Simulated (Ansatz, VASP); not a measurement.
One calculation of Cu, two programs

```
Cu
1.0
     0.00000    1.83877    1.83877
     1.83877    0.00000    1.83877
     1.83877    1.83877    0.00000
Cu
1
Direct
  0.00000 0.00000 0.00000
```

Change from the starting cell: volume scaled by 1.04.

Alike in both runs: task single point; functional PBE; k mesh 20 × 20 × 20; occupations fermi-dirac, width 0.03 eV; no spin polarisation.

```csv
,VASP,Ansatz
version,VASP 6.6.1,Ansatz 0.2.0
potentials or method,"VASP PAW PBE potentials, release 64 (Cu), cutoff 520 eV","all-electron LAPW, scalar-relativistic"
```

VASP gave:

```
pressure (GPa) : -4.5
```

Q: What did Ansatz give for the same quantities?

A: Pressure (GPa): -5.0.

Ansatz ran all-electron here, and VASP with PAW potentials.
